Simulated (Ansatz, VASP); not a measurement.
**One calculation of GaN, two programs**

Contents of INCAR:

```
SYSTEM = GaN
  ALGO = Normal
  EDIFF = 1E-6
  ENCUT = 520
  GGA = PS
  ISIF = 2
  ISMEAR = 0
  LASPH = .True.
  LCHARG = .True.
  LELF = .True.
  LREAL = .False.
  LVHAR = .True.
  LWAVE = .False.
  NBANDS = 26
  NELM = 100
  PREC = Accurate
  SIGMA = 0.05
```

The input KPOINTS:

```
k-points
0
Gamma
  12 12 6
  0 0 0
```

The input POSCAR:

```
GaN
1.0
    3.1799996605      0.0000000000      0.0000000000
   -1.5899998303      2.7539604900      0.0000000000
    0.0000000000      0.0000000000      5.1660000000
Ga N
2 2
Direct
    0.3333333333      0.6666666667      0.0000000000
    0.6666666667      0.3333333333      0.5000000000
    0.3333333333      0.6666666667      0.3750000000
    0.6666666667      0.3333333333      0.8750000000
```

Input for Ansatz:

```yaml
crystal:
  lattice:
    - [3.1799996605, 0.0, 0.0]
    - [-1.5899998303, 2.75396049, 0.0]
    - [0.0, 0.0, 5.166]
  atoms:
    - { symbol: Ga, position: [0.3333333333, 0.6666666667, 0.0] }
    - { symbol: Ga, position: [0.6666666667, 0.3333333333, 0.5] }
    - { symbol: "N", position: [0.3333333333, 0.6666666667, 0.375] }
    - { symbol: "N", position: [0.6666666667, 0.3333333333, 0.875] }
basis:
  ecutwfc: 420
kpoints:
  mp_grid: { grid: [12, 12, 6] }
hamiltonian:
  xc: pbesol
scf:
  occupations: { method: gaussian, width: 0.05 }
output:
  forces: true
  stress: true
  eigenvalues: true
```

Alike in both runs: task single point; functional PBEsol; k mesh 12 × 12 × 6; occupations gaussian, width 0.05 eV; no spin polarisation.

|  | VASP | Ansatz |
| --- | --- | --- |
| version | VASP 6.6.1 | Ansatz 0.2.0 |
| potentials or method | VASP PAW PBE potentials, release 64 (Ga_d, N), cutoff 520 eV | scalar-relativistic, plane waves, PAW |
| valence electrons in the cell | 36 | 36 |

|  | VASP | Ansatz | Ansatz less VASP |
| --- | --- | --- | --- |
| gap on the k mesh at the Fermi level (eV) | 1.93 | 1.91 | -0.019 |
| least direct gap on the mesh (eV) | 1.93 | 1.91 | -0.019 |
| pressure (GPa) | 0.9 | 1.0 | +0.14 |
| traceless stress, the component that is largest in VASP (GPa) | 1.41 | 1.40 | -0.010 |
| rms of the force components (eV/Å) | 0.076 | 0.077 | +0.0012 |

VASP's potentials were made for PBE, not for PBEsol. Atom by atom the forces differ by 0.001 eV/Å (rms over components). The functional is the same, so the differences come from potentials, cutoffs and numerics.
